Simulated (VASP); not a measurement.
# Ca7NiS8 (a cell with a defect) in VASP: further runs

The runs below take Ca7NiS8 (a cell with a defect) through single point, with PBEsol+U.

All numbers are computed with VASP 6.6.1; they aren't measurements. Logs are shortened: lines on timing, memory, paths and dates and some standing lists are left out, and cuts for length are marked.

## Step 1: The cell of the first run

The cell holds a defect, 16 atoms: a = 5.686 Å, b = 11.372 Å, c = 5.686 Å, α = 90.00°, β = 90.00°, γ = 90.00°.

## Step 2: Single point, PBEsol+U, collinear spin, ferromagnetic start

INCAR reads:

```
  ALGO = Normal
  EDIFF = 1E-6
  ENCUT = 520
  GGA = PS
  ISIF = 2
  ISMEAR = 0
  ISPIN = 2
  ISYM = 0
  LASPH = T
  LCHARG = T
  LDAU = T
  LDAUJ = 0 0 0
  LDAUL = -1 -1 2
  LDAUPRINT = 1
  LDAUTYPE = 2
  LDAUU = 0 0 6.2
  LELF = T
  LMAXMIX = 4
  LORBIT = 11
  LREAL = Auto
  LVHAR = T
  LWAVE = F
  MAGMOM = 0 0 0 0 0 0 0.01 0.03 0.04 0 0.05 0 0 0 0.05 1.93
  NBANDS = 82
  NELM = 150
  PREC = Accurate
  SIGMA = 0.01
```

KPOINTS reads:

```
k-points
0
Gamma
  2 1 2
```

POSCAR reads:

```
Ca7NiS8
1.0
    5.6860000000      0.0000000000      0.0000000000
    0.0000000000     11.3720000000      0.0000000000
    0.0000000000      0.0000000000      5.6860000000
Ca S Ni
7 8 1
Direct
    0.0052967200      0.9987385800      0.0033019300
    0.0019783800      0.5012016400      0.9913296300
    0.9932787300      0.2532701200      0.5009214700
    0.0005232600      0.7502530700      0.4980224500
    0.5054993900      0.0007644300      0.5100528500
    0.5074335100      0.4956409300      0.4990010700
    0.5162658500      0.2510591400      0.9977985600
    0.5012372400      0.0045836500      0.9984467300
    0.4970953500      0.5073970200      0.9932189700
    0.5003499800      0.2506277300      0.5025815700
    0.4894463900      0.7495108000      0.5062025300
    0.9995014800      0.9987073100      0.5054457100
    0.9852604700      0.5026085600      0.5016805400
    0.0131550100      0.2565175500      0.9956207500
    0.9941526800      0.7506626200      0.0069948600
    0.5077602400      0.7452301600      0.0031623300
```

Potentials or basis: VASP PAW PBE potentials, release 64 (Ca_sv, S, Ni).

On the command line:

```console
> cat potpaw_PBE.64/Ca_sv/POTCAR potpaw_PBE.64/S/POTCAR potpaw_PBE.64/Ni/POTCAR > POTCAR
> mpirun -np 1 vasp_std > vasp.out
```

OUTCAR:

```text
EDIFF = 1E-6
   ENCUT = 520
   GGA = PS
   ISIF = 2
   ISMEAR = 0
   ISPIN = 2
   ISYM = 0
   LASPH = T
   LORBIT = 11
   LREAL = Auto
   NELM = 150
   PREC = Accurate

 ion  position               nearest neighbor table
   1  0.005  0.999  0.003-   8 2.82  15 2.82  12 2.83  12 2.86   8 2.87  14 2.93
   2  0.002  0.501  0.991-  14 2.78  13 2.79   9 2.82  15 2.84   9 2.87  13 2.90
   3  0.993  0.253  0.501-  10 2.80  14 2.82  13 2.84  14 2.88  10 2.88  12 2.90
   4  0.001  0.750  0.498-  11 2.78  15 2.79  13 2.82  12 2.83  15 2.89  11 2.91
   5  0.505  0.001  0.510-   8 2.78  12 2.81  10 2.84  11 2.86  12 2.88   8 2.91
   6  0.507  0.496  0.499-  13 2.72  10 2.79   9 2.81   9 2.88  11 2.89  13 2.97
   7  0.516  0.251  0.998-   8 2.80  10 2.82  14 2.83  14 2.86  10 2.87   9 2.92
   8  0.501  0.005  0.998-   5 2.78   7 2.80   1 2.82   1 2.87   5 2.91
   9  0.497  0.507  0.993-  16 2.71   6 2.81   2 2.82   2 2.87   6 2.88   7 2.92
  10  0.500  0.251  0.503-   6 2.79   3 2.80   7 2.82   5 2.84   7 2.87   3 2.88
  11  0.489  0.750  0.506-   4 2.78  16 2.83   5 2.86  16 2.86   6 2.89   4 2.91
  12  1.000  0.999  0.505-   5 2.81   4 2.83   1 2.83   1 2.86   5 2.88   3 2.90
  13  0.985  0.503  0.502-   6 2.72   2 2.79   4 2.82   3 2.84   2 2.90   6 2.97
  14  0.013  0.257  0.996-   2 2.78   3 2.82   7 2.83   7 2.86   3 2.88   1 2.93
  15  0.994  0.751  0.007-  16 2.77   4 2.79   1 2.82   2 2.84   4 2.89  16 2.92
  16  0.508  0.745  0.003-   9 2.71  15 2.77  11 2.83  11 2.86  15 2.92

IMPORTANT INFORMATION: All symmetrisations will be switched off!
NOSYMM: (Re-)initialisation of all symmetry stuff for point group C_1.

----------------------------------------------------------------------------------------

                                     Primitive cell

  volume of cell :     367.6635

  direct lattice vectors                    reciprocal lattice vectors
     5.686000000  0.000000000  0.000000000     0.175870559  0.000000000  0.000000000
     0.000000000 11.372000000  0.000000000     0.000000000  0.087935280  0.000000000
     0.000000000  0.000000000  5.686000000     0.000000000  0.000000000  0.175870559

  length of vectors
     5.686000000 11.372000000  5.686000000     0.175870559  0.087935280  0.175870559

  position of ions in fractional coordinates (direct lattice)
     0.005296720  0.998738580  0.003301930
     0.001978380  0.501201640  0.991329630
     0.993278730  0.253270120  0.500921470
     0.000523260  0.750253070  0.498022450
     0.505499390  0.000764430  0.510052850
     0.507433510  0.495640930  0.499001070
[... 8 lines left out ...]
     0.994152680  0.750662620  0.006994860
     0.507760240  0.745230160  0.003162330

  ion indices of the primitive-cell ions
   primitive index   ion index
                 1           1
                 2           2
                 3           3
                 4           4
                 5           5
                 6           6
[... 8 lines left out ...]
                15          15
                16          16

----------------------------------------------------------------------------------------

 KPOINTS: k-points

Automatic generation of k-mesh.
 Grid dimensions read from file:
 generate k-points for:    2    1    2

 Generating k-lattice:

  Cartesian coordinates                     Fractional coordinates (reciprocal lattice)
     0.087935280  0.000000000  0.000000000     0.500000000  0.000000000  0.000000000
     0.000000000  0.087935280  0.000000000     0.000000000  1.000000000  0.000000000
     0.000000000  0.000000000  0.087935280     0.000000000  0.000000000  0.500000000

  Length of vectors
     0.087935280  0.087935280  0.087935280

  Shift w.r.t. Gamma in fractional coordinates (k-lattice)
     0.000000000  0.000000000  0.000000000

 Subroutine IBZKPT returns following result:
 ===========================================

 Found      4 irreducible k-points:

 Following reciprocal coordinates:
            Coordinates               Weight
  0.000000  0.000000  0.000000      1.000000
  0.500000  0.000000  0.000000      1.000000
  0.000000  0.000000  0.500000      1.000000
  0.500000  0.000000  0.500000      1.000000
   k-points           NKPTS =      4   k-points in BZ     NKDIM =      4   number of bands    NBANDS=     82
   number of dos      NEDOS =    301   number of ions     NIONS =     16
   total plane-waves  NPLWV = 158760
   dimension x,y,z NGX =    42 NGY =   90 NGZ =   42
   dimension x,y,z NGXF=    84 NGYF=  180 NGZF=   84
   ions per type =               7   8   1
[... 24 lines left out ...]
   NUPDOWN=      -1.0000    fix difference up-down
   EMIN   =  10.00;   EMAX   =-10.00  energy-range for DOS
   EFERMI =   0.00;   METHOD = LEGACY
   ISMEAR =     0;   SIGMA  =   0.01  broadening in eV -4-tet -1-fermi 0-gaus
   EFERMI_NEDOS =   21; number of points for ismear=-14 and -15
   IALGO  =     38    algorithm
   IMIX   =      4    mixing-type and parameters
[... 51 lines left out ...]
  o =  0.9729  v = -0.3109 -0.9498 -0.0050  0.0336 -0.0034  0.0000  0.0000  0.0000  0.0000  0.0000      0.0000  0.0000  0.0000  0.0000  0.0000  0.0000  0.0000  0.0000  0.0000  0.0000
  o =  0.9731  v = -0.0591 -0.0159  0.0022 -0.9981 -0.0010  0.0000  0.0000  0.0000  0.0000  0.0000      0.0000  0.0000  0.0000  0.0000  0.0000  0.0000  0.0000  0.0000  0.0000  0.0000
  o =  0.9853  v =  0.0103  0.0014 -0.9943 -0.0030  0.1060  0.0000  0.0000  0.0000  0.0000  0.0000      0.0000  0.0000  0.0000  0.0000  0.0000  0.0000  0.0000  0.0000  0.0000  0.0000
  o =  0.9854  v = -0.0078 -0.0016  0.1059 -0.0003  0.9943  0.0000  0.0000  0.0000  0.0000  0.0000      0.0000  0.0000  0.0000  0.0000  0.0000  0.0000  0.0000  0.0000  0.0000  0.0000

 number of electron     127.9999996 magnetization       2.0003234

 Free energy of the ion-electron system (eV)
  ---------------------------------------------------
  ext. energy  EPLUGINS =         0.00000000
  ---------------------------------------------------
  free energy    TOTEN  =       -82.49532639 eV

  energy without entropy =      -82.49532639  energy(sigma->0) =      -82.49532639

 E-fermi :   2.8501     XC(G=0):  -9.5079

 val. band max:        2.6849931683   @ k =   0.0000   0.0000   0.0000
 cond. band min:       3.6043919677   @ k =   0.0000   0.0000   0.0000
 fundamental gap:      0.9193987994
 Fermi energy:         2.8501396637

 spin component 1

 k-point     1 :       0.0000    0.0000    0.0000
  band No.  band energies     occupation
      1     -36.5491      1.00000
      2     -36.4659      1.00000
      3     -36.3983      1.00000
      4     -36.3486      1.00000
      5     -36.3405      1.00000
      6     -36.3159      1.00000
[... 305 lines left out ...]
     75       8.0539      0.00000
     76       8.1023      0.00000
 Fermi energy:         2.8501396637

 spin component 2

 k-point     1 :       0.0000    0.0000    0.0000
  band No.  band energies     occupation
      1     -36.5412      1.00000
      2     -36.4659      1.00000
      3     -36.3987      1.00000
      4     -36.3489      1.00000
      5     -36.3409      1.00000
      6     -36.3161      1.00000
[... 305 lines left out ...]
     75       8.0607      0.00000
     76       8.1046      0.00000
 [bands above 76 left out]

------------------------ aborting loop because EDIFF is reached ----------------------------------------

  FORCE on cell =-STRESS in cart. coord.  units (eV):
  Direction    XX          YY          ZZ          XY          YZ          ZX
  --------------------------------------------------------------------------------------
  -------------------------------------------------------------------------------------
  Total       -6.1781961     -6.9769133     -6.4415280     -0.0355907      0.0130617     -0.0006636
  in kB      -26.9228922    -30.4034834    -28.0704208     -0.1550947      0.0569195     -0.0028920
  external PRESSURE =     -28.4655988 kB  Pullay stress =       0.0000000 kB

 VOLUME and BASIS-vectors are now :
 -----------------------------------------------------------------------------
  energy-cutoff  :      520.00
  volume of cell :      367.66
      direct lattice vectors                 reciprocal lattice vectors
     5.686000000  0.000000000  0.000000000     0.175870559  0.000000000  0.000000000
     0.000000000 11.372000000  0.000000000     0.000000000  0.087935280  0.000000000
     0.000000000  0.000000000  5.686000000     0.000000000  0.000000000  0.175870559

 POSITION                                       TOTAL-FORCE (eV/Angst)
 -----------------------------------------------------------------------------------
      0.03012     11.35766      0.01877        -0.025346     -0.068773      0.022705
      0.01125      5.69967      5.63670        -0.016238      0.286434      0.193294
      5.64778      2.88019      2.84824         0.252293     -0.126804     -0.089587
      0.00298      8.53188      2.83176        -0.147934      0.010110      0.132818
      2.87427      0.00869      2.90016        -0.113426     -0.256806     -0.207327
      2.88527      5.63643      2.83732        -0.363746      0.454668     -0.095820
[... 8 lines left out ...]
      5.65275      8.53654      0.03977        -0.202032      0.017818     -0.156990
      2.88712      8.47476      0.01798         0.178064     -0.201990     -0.077379
 -----------------------------------------------------------------------------------
    total drift:                                0.001800      0.001071     -0.003019

  FREE ENERGIE OF THE ION-ELECTRON SYSTEM (eV)
  ---------------------------------------------------
  free  energy   TOTEN  =       -82.4953263866 eV

  energy  without entropy=      -82.4953263866  energy(sigma->0) =      -82.49532639

 total charge

# of ion       s       p       d       tot
------------------------------------------
    1        2.030   5.858   0.228   8.117
    2        2.032   5.861   0.238   8.131
    3        2.031   5.859   0.233   8.124
    4        2.032   5.860   0.233   8.125
    5        2.031   5.859   0.232   8.123
    6        2.032   5.861   0.238   8.131
[... 8 lines left out ...]
   15        1.313   2.402   0.000   3.715
   16        0.291   0.196   8.025   8.511
--------------------------------------------------
tot         24.979  60.700   9.665  95.344

 magnetization (x)

# of ion       s       p       d       tot
------------------------------------------
    1       -0.000  -0.000  -0.000  -0.000
    2       -0.000  -0.000  -0.000  -0.000
    3       -0.000  -0.000   0.000  -0.000
    4       -0.000  -0.000  -0.001  -0.001
    5       -0.000  -0.000  -0.000  -0.000
    6       -0.000  -0.000  -0.000  -0.000
[... 8 lines left out ...]
   15        0.004   0.032   0.000   0.036
   16        0.025   0.006   1.739   1.769
--------------------------------------------------
tot          0.039   0.118   1.747   1.903
```

Wall time 18 min (1 thread of Intel Xeon 8259CL, shared host); peak memory 0.61 GiB.

What came out:

| Quantity | Value |
| --- | --- |
| Free energy | -82.4953 eV |
| Pressure | -2.8 GPa |
| Largest force | 0.643 eV/Å |
| Band gap on the k mesh | 0.92 eV |
| Net moment | 2.00 μB per cell |
| Site moments | Ca -0.00, +0.01 (each value once); S +0.02, +0.03, +0.00, +0.04, -0.00 (each value once); Ni +1.77 μB |
| Valence electrons inside the program's atomic spheres | Ca 8.12, 8.13 (each value once); S 3.74, 3.73, 3.77, 3.71, 3.76 (each value once); Ni 8.51 |

Forces on the atoms (eV/Å):
```
Ca  -0.025 -0.069  0.023
Ca  -0.016  0.286  0.193
Ca   0.252 -0.127 -0.090
Ca  -0.148  0.010  0.133
Ca  -0.113 -0.257 -0.207
Ca  -0.364  0.455 -0.096
Ca  -0.207  0.012  0.094
S    0.077 -0.566  0.220
S    0.067  0.612  0.187
S   -0.046 -0.008 -0.116
S    0.238  0.002 -0.007
S    0.031  0.228 -0.082
S    0.386 -0.183 -0.171
S   -0.108 -0.212  0.153
S   -0.202  0.018 -0.157
Ni   0.178 -0.202 -0.077
```

Stress tensor (GPa, compression positive):
```
-2.69 -0.02  0.00
-0.02 -3.04  0.01
 0.00  0.01 -2.81
```

Eigenvalues of the final occupation matrices:
```tsv
site	spin	trace	eigenvalues
site 16 d	1	4.89	0.97 0.97 0.97 0.99 0.99
site 16 d	2	3.15	0.11 0.13 0.97 0.97 0.97
```

Caveat: the k points lie up to 0.55 Å⁻¹ apart; the PAW data sets were made with another functional, which shifts forces and pressure a little.

## Step 3: Single point, PBEsol+U, collinear spin, ferromagnetic start

INCAR reads:

```
SYSTEM = Ca7NiS8
PREC = Accurate
ENCUT = 520
EDIFF = 1E-6
ISMEAR = 0
SIGMA = 0.01
LREAL = Auto
LASPH = .TRUE.
NELM = 150
ALGO = Normal
ISIF = 2
LWAVE = .FALSE.
LCHARG = .FALSE.
ISPIN = 2
MAGMOM = 0 0 0 0 0 0 0.01 0.03 0.04 0 0.05 0 0 0 0.05 1.93
LORBIT = 11
LMAXMIX = 4
LDAU = .TRUE.
LDAUTYPE = 2
LDAUL = -1 -1 2
LDAUU = 0 0 6.2
LDAUJ = 0 0 0
LDAUPRINT = 1
GGA = PS
ISYM = 0
NBANDS = 82
```

KPOINTS reads:

```
Automatic mesh
0
G
  2 1 2
  0 0 0
```

POSCAR is that of step 2.

Potentials or basis: VASP PAW PBE potentials, release 64 (Ca_sv, S, Ni).

On the command line:

```console
> cat potpaw_PBE.64/Ca_sv/POTCAR potpaw_PBE.64/S/POTCAR potpaw_PBE.64/Ni/POTCAR > POTCAR
> mpirun -np 1 vasp_std > vasp.out
```

Run time: 21 min. Hardware: 1 thread of Intel Xeon 8259CL, shared host; peak memory 0.61 GiB.

The run converged. Its results:

* Free energy: -82.4953 eV
* Pressure: -2.8 GPa
* Largest force: 0.643 eV/Å
* Band gap on the k mesh: 0.92 eV
* Net moment: 2.00 μB per cell
* Site moments: Ca -0.00, +0.01 (each value once); S +0.02, +0.03, +0.00, +0.04, -0.00 (each value once); Ni +1.77 μB
* Valence electrons inside the program's atomic spheres: Ca 8.12, 8.13 (each value once); S 3.74, 3.73, 3.77, 3.71, 3.76 (each value once); Ni 8.51

Forces in eV/Å, atoms in the order of the input:
```
Ca  -0.025 -0.069  0.023
Ca  -0.016  0.286  0.193
Ca   0.252 -0.127 -0.090
Ca  -0.148  0.010  0.133
Ca  -0.113 -0.257 -0.207
Ca  -0.364  0.455 -0.096
Ca  -0.207  0.012  0.094
S    0.077 -0.566  0.220
S    0.067  0.612  0.187
S   -0.046 -0.008 -0.116
S    0.238  0.002 -0.007
S    0.031  0.228 -0.082
S    0.386 -0.183 -0.171
S   -0.108 -0.212  0.153
S   -0.202  0.018 -0.157
Ni   0.178 -0.202 -0.077
```

Stress tensor (GPa, compression positive):
```
-2.69 -0.02  0.00
-0.02 -3.04  0.01
 0.00  0.01 -2.81
```

Levels at points of the mesh, in eV from the valence-band top:
Spin up:
```
           k point  band 61  band 62  band 63  band 64  band 65  band 66  band 67  band 68  band 69  band 70
(0.00, 0.00, 0.00)    -0.53    -0.53    -0.04    -0.03    -0.02     1.66     2.29     2.40     2.41     3.00
(0.50, 0.00, 0.00)    -0.66    -0.63    -0.62    -0.51    -0.49     2.98     3.30     3.39     4.54     4.67
(0.00, 0.00, 0.50)    -0.67    -0.65    -0.60    -0.49    -0.47     2.98     3.33     3.40     4.67     4.71
(0.50, 0.00, 0.50)    -1.08    -1.04    -1.02    -0.75    -0.10     4.41     4.54     4.55     4.66     4.94
```
Spin down:
```csv
k point,band 61,band 62,band 63,band 64,band 65,band 66
"(0.00, 0.00, 0.00)",-0.02,-0.01,0.00,0.92,1.01,2.09
"(0.50, 0.00, 0.00)",-0.58,-0.49,-0.47,0.98,1.51,2.98
"(0.00, 0.00, 0.50)",-0.61,-0.47,-0.45,0.97,1.51,2.98
"(0.50, 0.00, 0.50)",-1.06,-1.02,-1.00,1.41,2.13,4.61
```

Eigenvalues of the final occupation matrices:
| site | spin | trace | eigenvalues |
| --- | --- | --- | --- |
| site 16 d | 1 | 4.89 | 0.97 0.97 0.97 0.99 0.99 |
| site 16 d | 2 | 3.15 | 0.11 0.13 0.97 0.97 0.97 |

Caveat: the k points lie up to 0.55 Å⁻¹ apart; the PAW data sets were made with another functional, which shifts forces and pressure a little.

## Step 4: Single point, PBEsol+U, collinear spin, ferromagnetic start

INCAR reads:

```
SYSTEM = Ca7NiS8
PREC = Accurate
ENCUT = 510
EDIFF = 1E-6
ISMEAR = 0
SIGMA = 0.01
LREAL = Auto
LASPH = .True.
NELM = 200
ALGO = Normal
ISIF = 2
LWAVE = .False.
LCHARG = .False.
ISPIN = 2
MAGMOM = 0 0 0 0 0 0 0 0 0 0 0 0 0 0 0 0.4
LORBIT = 11
LMAXMIX = 4
LDAU = .True.
LDAUTYPE = 2
LDAUL = -1 -1 2
LDAUU = 0 0 6.2
LDAUJ = 0 0 0
LDAUPRINT = 1
GGA = PS
NBANDS = 86
GGA_COMPAT = .False.
```

KPOINTS reads:

```
regular mesh
0
Gamma
  2 1 2
  0 0 0
```

POSCAR is that of step 3.

Potentials or basis: VASP PAW PBE potentials, release 64 (Ca_sv, S, Ni_sv_GW).

On the command line:

```console
> cat potpaw_PBE.64/Ca_sv/POTCAR potpaw_PBE.64/S/POTCAR potpaw_PBE.64/Ni_sv_GW/POTCAR > POTCAR
> mpirun -np 1 vasp_std > vasp.out
```

Run time: 57 min. Hardware: 1 thread of AMD EPYC 7R43 (Zen 3), shared host; peak memory 0.56 GiB.

Results (log left out):

| Quantity | Value |
| --- | --- |
| Free energy | -82.7482 eV |
| Pressure | -2.9 GPa |
| Largest force | 0.591 eV/Å |
| Band gap on the k mesh | 1.27 eV |
| Net moment | 2.03 μB per cell |
| Site moments | Ca -0.00, +0.01 (each value once); S +0.02, +0.00, +0.03 (each value once); Ni +1.77 μB |
| Valence electrons inside the program's atomic spheres | Ca 8.12, 8.13 (each value once); S 3.74, 3.77, 3.71, 3.76, 3.72 (each value once); Ni 15.94 |

Forces on the atoms (eV/Å):
```
Ca  -0.025 -0.065  0.023
Ca  -0.016  0.283  0.193
Ca   0.252 -0.126 -0.090
Ca  -0.148  0.010  0.132
Ca  -0.113 -0.253 -0.207
Ca  -0.364  0.452 -0.096
Ca  -0.210  0.016  0.093
S    0.079 -0.543  0.219
S    0.068  0.555  0.188
S   -0.046 -0.009 -0.117
S    0.240  0.002 -0.013
S    0.030  0.227 -0.080
S    0.386 -0.182 -0.171
S   -0.107 -0.215  0.153
S   -0.178  0.015 -0.159
Ni   0.152 -0.168 -0.070
```

Stress tensor (GPa, compression positive):
```
-2.78 -0.01  0.00
-0.01 -3.09  0.01
 0.00  0.01 -2.89
```

Levels at points of the mesh, in eV from the valence-band top:
Spin up:
```csv
k point,band 65,band 66,band 67,band 68,band 69,band 70,band 71,band 72,band 73,band 74
"(0.00, 0.00, 0.00)",-0.53,-0.52,-0.04,-0.03,-0.02,1.61,2.30,2.40,2.42,3.00
"(0.50, 0.00, 0.00)",-0.66,-0.62,-0.59,-0.50,-0.49,2.98,3.31,3.37,4.55,4.67
"(0.00, 0.00, 0.50)",-0.66,-0.64,-0.57,-0.49,-0.47,2.98,3.34,3.37,4.68,4.71
"(0.50, 0.00, 0.50)",-1.08,-1.04,-1.02,-0.72,-0.05,4.38,4.52,4.52,4.65,4.94
```
Spin down:
```tsv
k point	band 64	band 65	band 66	band 67	band 68	band 69	band 70	band 71
(0.00, 0.00, 0.00)	-0.51	-0.02	-0.01	0.00	1.27	1.40	2.15	2.30
(0.50, 0.00, 0.00)	-0.63	-0.59	-0.49	-0.47	1.38	1.89	2.98	3.33
(0.00, 0.00, 0.50)	-0.63	-0.61	-0.47	-0.44	1.37	1.89	2.98	3.36
(0.50, 0.00, 0.50)	-1.05	-1.04	-1.01	-0.99	1.84	2.52	4.59	4.60
```

Eigenvalues of the final occupation matrices:
| site | spin | trace | eigenvalues |
| --- | --- | --- | --- |
| site 16 d | 1 | 4.71 | 0.94 0.94 0.94 0.95 0.95 |
| site 16 d | 2 | 2.96 | 0.08 0.09 0.93 0.93 0.93 |

Caveat: the k points lie up to 0.55 Å⁻¹ apart; the PAW data sets were made with another functional, which shifts forces and pressure a little. The state reached can hang on the start; a lower one may exist.
